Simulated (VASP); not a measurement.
Runs of VASP 6.6.1 on Pt3PbC. Symmetry: Pm-3m, No. 221, cubic system. Conventional cell: a = 4.348 Å, b = 4.348 Å, c = 4.348 Å, α = 90.00°, β = 90.00°, γ = 90.00°. Pt (site symmetry 4/mmm) has 2 C at 2.17 Å within 2.9 Å. Within 4.0 Å of Pb (site symmetry m-3m) lie 12 Pt at 3.07 Å and 8 C at 3.77 Å. C (site symmetry m-3m) has 6 Pt at 2.17 Å within 2.9 Å. 

```csv
smearing,gap on the mesh (eV),pressure (GPa)
fermi-dirac 0.1 eV,none,-0.9
fermi-dirac 0.25 eV,none,-0.7
fermi-dirac 0.15 eV,none,-0.9
fermi-dirac 0.05 eV,none,-0.9
fermi-dirac 0.025 eV,none,(a)
```

Alike in all rows: task single point; level PBE; potentials or basis VASP PAW PBE potentials, release 64 (Pt, Pb_d, C); no spin polarisation; cell as given; k mesh 5 × 5 × 5; cutoff (eV) 520.

Q: Fill in the values left out.

A: (a) -0.8.

Caveats: spin-orbit coupling is left out, which moves the levels of the heavy elements.

A k mesh can miss the band edges, and the runs leave out spin-orbit coupling on Pb, Pt.

A gap of «none» marks levels without a gap at the run's occupations.
